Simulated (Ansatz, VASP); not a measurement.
**One calculation of MoS2, two programs**

```
Mo S
1.0
     3.14972    0.00000    0.00000
    -1.57486    2.72774    0.00000
     0.00000    0.00000    6.58107
Mo S
1 2
Direct
  0.00000 0.00000 0.00000
  0.33333 0.66667 0.23784
  0.33333 0.66667 0.76216
```

Change from the starting cell: strain along c alone, the other axes held, atoms relaxed: -1.0 %.

Alike in both runs: functional PBE; dispersion D3(BJ); k mesh 12 × 12 × 4; occupations gaussian, width 0.02 eV; no spin polarisation.

Ansatz relaxed the structure, and its values are those at the end. VASP's run is a single point on that final structure, the one shown.

|  | VASP | Ansatz |
| --- | --- | --- |
| version | VASP 6.6.1 | Ansatz 0.2.0 |
| potentials or method | VASP PAW PBE potentials, release 64 (Mo_sv, S), cutoff 520 eV | scalar-relativistic, plane waves, PAW |
| valence electrons in the cell | 26 | 26 |

```tsv
	VASP	Ansatz	Ansatz less VASP
gap on the k mesh at the Fermi level (eV)	1.16	1.15	-0.011
least direct gap on the mesh (eV)	1.76	1.75	-0.004
pressure (GPa)	0.1	0.2	+0.14
rms of the force components (eV/Å)	0.005	0.000	-0.0051
```

Ansatz's warnings: stress scf threshold loose.
